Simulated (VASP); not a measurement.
# HfN (F-43m) in VASP: further runs

HfN is run at these levels: LDA; tasks: relaxation of cell and atoms.

All numbers are computed with VASP 6.6.1; they aren't measurements. Logs are shortened: lines on timing, memory, paths and dates and some standing lists are left out, and cuts for length are marked.

### 1 The cell of the first run

Symmetry: F-43m, No. 216, cubic system. Conventional cell: a = 4.910 Å, b = 4.910 Å, c = 4.910 Å, α = 90.00°, β = 90.00°, γ = 90.00°. Hf (site symmetry -43m) has 4 N at 2.13 Å within 2.8 Å. N (site symmetry -43m) has 4 Hf at 2.13 Å within 2.8 Å.

### 2 Relaxation of cell and atoms, LDA, target pressure 5 GPa, at which the enthalpy is minimised

INCAR reads:

```
SYSTEM = HfN
PREC = Accurate
ENCUT = 600
EDIFF = 1E-6
ISMEAR = 1
SIGMA = 0.05
LREAL = .False.
LASPH = .True.
NELM = 100
ALGO = Normal
ISIF = 3
LWAVE = .False.
LCHARG = .False.
GGA = CA
IBRION = 2
NSW = 80
EDIFFG = -0.02
PSTRESS = 50.0
```

KPOINTS reads:

```
Automatic mesh
0
Gamma
  11 11 11
  0 0 0
```

POSCAR reads:

```
HfN
1.0
    0.0000000000      2.4548220000      2.4548220000
    2.4548220000      0.0000000000      2.4548220000
    2.4548220000      2.4548220000      0.0000000000
Hf N
1 1
Direct
    0.0000000000      0.0000000000      0.0000000000
    0.7500000000      0.7500000000      0.7500000000
```

Potentials or basis: VASP PAW LDA potentials, release 64 (Hf_pv, N).

Started as:

```
cat potpaw_LDA.64/Hf_pv/POTCAR potpaw_LDA.64/N/POTCAR > POTCAR
mpirun -np 1 vasp_std > vasp.out
```

OUTCAR:

```text
SYSTEM = HfN
   PREC = Accurate
   ENCUT = 600
   EDIFF = 1E-6
   ISMEAR = 1
   LREAL = .False.
   LASPH = .True.
   NELM = 100
   ISIF = 3
   GGA = CA
   IBRION = 2
   NSW = 80
   EDIFFG = -0.02
   PSTRESS = 50.0

 ion  position               nearest neighbor table
   1  0.000  0.000  0.000-   2 2.13   2 2.13   2 2.13   2 2.13
   2  0.750  0.750  0.750-   1 2.13   1 2.13   1 2.13   1 2.13

  LATTYP: Found a face centered cubic cell.
 ALAT       =     4.9096440000

  Lattice vectors:

 A1 = (   0.0000000000,   2.4548220000,   2.4548220000)
 A2 = (   2.4548220000,   0.0000000000,   2.4548220000)
 A3 = (   2.4548220000,   2.4548220000,   0.0000000000)

Analysis of symmetry for initial positions (statically):
=====================================================================
 Subroutine PRICEL returns:
 Original cell was already a primitive cell.

 Routine SETGRP: Setting up the symmetry group for a
 face centered cubic supercell.

 Subroutine GETGRP returns: Found 24 space group operations
 (whereof 24 operations were pure point group operations)
 out of a pool of 48 trial point group operations.

The static configuration has the point symmetry T_d .

Analysis of symmetry for dynamics (positions and initial velocities):
=====================================================================
 Subroutine PRICEL returns:
 Original cell was already a primitive cell.

 Routine SETGRP: Setting up the symmetry group for a
 face centered cubic supercell.

 Subroutine GETGRP returns: Found 24 space group operations
 (whereof 24 operations were pure point group operations)
 out of a pool of 48 trial point group operations.

The dynamic configuration has the point symmetry T_d .

 Subroutine INISYM returns: Found 24 space group operations
 (whereof 24 operations are pure point group operations),
 and found     1 'primitive' translations

----------------------------------------------------------------------------------------

                                     Primitive cell

  volume of cell :      29.5863

  direct lattice vectors                    reciprocal lattice vectors
     0.000000000  2.454822000  2.454822000    -0.203680756  0.203680756  0.203680756
     2.454822000  0.000000000  2.454822000     0.203680756 -0.203680756  0.203680756
     2.454822000  2.454822000  0.000000000     0.203680756  0.203680756 -0.203680756

  length of vectors
[... 93 lines left out ...]
   NELECT =      15.0000    total number of electrons
   NUPDOWN=      -1.0000    fix difference up-down
   EMIN   =  10.00;   EMAX   =-10.00  energy-range for DOS
   EFERMI =   0.00;   METHOD = LEGACY
   ISMEAR =     1;   SIGMA  =   0.05  broadening in eV -4-tet -1-fermi 0-gaus
   EFERMI_NEDOS =   21; number of points for ismear=-14 and -15
   IALGO  =     38    algorithm
   IMIX   =      4    mixing-type and parameters
     AMIX     =   0.40;   BMIX     =  1.00
     AMIX_MAG =   1.60;   BMIX_MAG =  1.00
  volume/ion in A,a.u.               =      14.79        99.83
  Fermi-wavevector in a.u.,A,eV,Ry     =   1.305395  2.466839 23.185087  1.704056
  Thomas-Fermi vector in A             =   2.436267
   LORBIT       =      0    0 simple, 1 ext, 2 COOP (PROOUT), +10 PAW based schemes
   GGA     = CA    functional components
   LHFCALC =     F    Hartree Fock is set to
   AEXX    =    0.0000 exact exchange contribution
   IVDW    =     0    specifies the selected vdW correction
   LEPSILON=     F    determine dielectric tensor
   LRPA    =     F    only Hartree local field effects (RPA)
 conjugate gradient relaxation of ions
 non-spin polarized calculation
 Methfessel and Paxton  Order N= 1 SIGMA  =   0.05
  energy-cutoff  :      600.00
  volume of cell :       29.59
 maximum number of plane-waves:       998
   NGX = 13   NGY = 13   NGZ = 13

--------------------------------------- Ionic step        1  -------------------------------------------

 number of electron      15.0000001 magnetization

 Free energy of the ion-electron system (eV)
  ---------------------------------------------------
  ext. energy  EPLUGINS =         0.00000000
  ---------------------------------------------------
  free energy    TOTEN  =       -23.01832628 eV

  energy without entropy =      -23.01821411  energy(sigma->0) =      -23.01828889

------------------------ aborting loop because EDIFF is reached ----------------------------------------

  FORCE on cell =-STRESS in cart. coord.  units (eV):
  Direction    XX          YY          ZZ          XY          YZ          ZX
  --------------------------------------------------------------------------------------
  -------------------------------------------------------------------------------------
  Total       -1.8503255     -1.8503255     -1.8503255      0.0000000      0.0000000      0.0000000
  in kB     -100.2002267   -100.2002267   -100.2002267      0.0000000      0.0000000      0.0000000
  external PRESSURE =    -150.2002267 kB  Pullay stress =      50.0000000 kB
[... 101 lines left out ...]
--------------------------------------- Ionic step        4  -------------------------------------------

 number of electron      15.0000000 magnetization

 Free energy of the ion-electron system (eV)
  ---------------------------------------------------
  ext. energy  EPLUGINS =         0.00000000
  ---------------------------------------------------
  free energy    TOTEN  =       -23.05740813 eV

  energy without entropy =      -23.05749963  energy(sigma->0) =      -23.05743863

 E-fermi :   6.0568     XC(G=0): -11.8507

 val. band max:        6.0218304841   @ k =   0.4545   0.2727   0.0909
 cond. band min:       6.1550431543   @ k =   0.0909   0.0000   0.0000
 fundamental gap:      0.1332126702
 Fermi energy:         6.0568322930

 k-point     1 :       0.0000    0.0000    0.0000
  band No.  band energies     occupation
      1     -24.5309      2.00000
      2     -24.5309      2.00000
      3     -24.5309      2.00000
      4     -10.1337      2.00000
      5       0.3543      2.00000
      6       0.3543      2.00000
      7       0.3543      2.00000
      8       5.7063      2.00000
      9       8.4443      0.00000
     10       8.4443      0.00000
     11      13.1650      0.00000
[... 309 lines left out ...]
 k-point    24 :      -0.1818    0.1818    0.0000
  band No.  band energies     occupation
      1     -24.8983      2.00000
      2     -24.6725      2.00000
      3     -24.5750      2.00000
      4      -9.1985      2.00000
      5      -0.2323      2.00000
      6       0.8645      2.00000
      7       0.8766      2.00000
      8       7.2777      0.00000
      9       8.1557      0.00000
     10       8.6365      0.00000
     11      11.9942      0.00000

 [... further k-points ...]
[... 5 lines left out ...]
  --------------------------------------------------------------------------------------
  -------------------------------------------------------------------------------------
  Total        0.8401152      0.8401152      0.8401152      0.0000000      0.0000000      0.0000000
  in kB       48.9074793     48.9074793     48.9074793      0.0000000      0.0000000      0.0000000
  external PRESSURE =      -1.0925207 kB  Pullay stress =      50.0000000 kB
[... 21 lines left out ...]
  energy  without entropy=      -23.0574996269  energy(sigma->0) =      -23.05743863

  enthalpy is  TOTEN    =       -22.1985259916 eV   P V=        0.8588821428

 reached required accuracy - stopping structural energy minimisation
```

CONTCAR:

```text
HfN
   1.00000000000000
     0.0000000000000000    2.3963378745086206    2.3963378745086206
     2.3963378745086206    0.0000000000000000    2.3963378745086206
     2.3963378745086206    2.3963378745086206    0.0000000000000000
  Hf              N
     1     1
Direct
     0.0000000000000000    0.0000000000000000    0.0000000000000000
     0.7500000000000000    0.7500000000000000    0.7500000000000000

  0.00000000E+00  0.00000000E+00  0.00000000E+00
  0.00000000E+00  0.00000000E+00  0.00000000E+00
```

It took 69 s on 1 thread of Intel Xeon Platinum 8259CL at 2.50GHz (Skylake/Cascade Lake), shared host; peak memory 0.17 GiB.

Results:

| Property | Result |
| --- | --- |
| Free energy | -23.0574 eV |
| Relaxed volume | 13.76 Å³/atom |
| Relaxed cell | a = 3.389 Å, b = 3.389 Å, c = 3.389 Å, α = 60.00°, β = 60.00°, γ = 60.00° |
| Space group after relaxing (to 0.05 Å) | F-43m (No. 216) |
| Energy change on relaxing (the enthalpy is what falls) | -19.5 meV/atom |
| Ionic steps | 4 |
| Pressure after relaxing | 4.9 GPa |

Step by step:
```tsv
step	energy change (eV)	largest force (eV/Å)	pressure (GPa)	volume (Å³)
1	0.0000	0.0000	-10.02	29.59
2	0.4827	0.0000	47.57	24.04
3	-0.0414	0.0000	4.17	27.60
4	-0.0391	0.0000	4.89	27.52
```

Final structure:
```
Hf N
1.0
     0.00000    2.39634    2.39634
     2.39634    0.00000    2.39634
     2.39634    2.39634    0.00000
Hf N
1 1
Direct
  0.00000 0.00000 0.00000
  0.75000 0.75000 0.75000
```

Caveat: the cell is relaxed towards a set pressure, so the enthalpy falls and the energy may rise; spin-orbit coupling is left out, which moves the levels of the heavy elements.

### 3 Relaxation of cell and atoms, LDA, target pressure 10 GPa, at which the enthalpy is minimised

INCAR reads:

```
SYSTEM = HfN
PREC = Accurate
ENCUT = 600
EDIFF = 1E-6
ISMEAR = 1
SIGMA = 0.05
LREAL = .False.
LASPH = .True.
NELM = 80
ALGO = Normal
ISIF = 3
LWAVE = .False.
LCHARG = .False.
IBRION = 2
NSW = 80
EDIFFG = -0.02
PSTRESS = 100.0
```

KPOINTS is that of step 2.

POSCAR is that of step 2.

Potentials or basis: VASP PAW LDA potentials, release 64 (Hf_pv, N).

Started as:

```
cat potpaw_LDA.64/Hf_pv/POTCAR potpaw_LDA.64/N/POTCAR > POTCAR
mpirun -np 1 vasp_std > vasp.out
```

It took 77 s on 1 thread of Intel Xeon Platinum 8259CL at 2.50GHz (Skylake/Cascade Lake), shared host; peak memory 0.17 GiB.

Results (log left out):

```yaml
Free_energy: -23.0305 eV
Relaxed_volume: 13.47 Å³/atom
Relaxed_cell: a = 3.365 Å, b = 3.365 Å, c = 3.365 Å, α = 60.00°, β = 60.00°, γ = 60.00°
Space_group_after_relaxing_to_0.05_Å: F-43m (No. 216)
Energy_change_on_relaxing_the_enthalpy_is_what_falls: -6.1 meV/atom
Ionic_steps: 5
Pressure_after_relaxing: 10.2 GPa
```

Step by step:
```
step  energy change (eV)  largest force (eV/Å)  pressure (GPa)  volume (Å³)
   1              0.0000                0.0000          -10.02        29.59
   2              1.1447                0.0000           80.41        22.36
   3             -0.0230                0.0000            8.40        27.13
   4             -0.0153                0.0000            9.72        27.00
   5             -0.0122                0.0000           10.20        26.95
```

Final structure:
```
Hf N
1.0
     0.00000    2.37954    2.37954
     2.37954    0.00000    2.37954
     2.37954    2.37954    0.00000
Hf N
1 1
Direct
  0.00000 0.00000 0.00000
  0.75000 0.75000 0.75000
```

Levels at points of the mesh, in eV from the Fermi level:
| k point | band 4 | band 5 | band 6 | band 7 | band 8 | band 9 | band 10 | band 11 |
| --- | --- | --- | --- | --- | --- | --- | --- | --- |
| (0.00, 0.00, 0.00) | -16.29 | -5.80 | -5.80 | -5.80 | -0.29 | 2.44 | 2.44 | 7.25 |

Caveat: the cell is relaxed towards a set pressure, so the enthalpy falls and the energy may rise; spin-orbit coupling is left out, which moves the levels of the heavy elements.
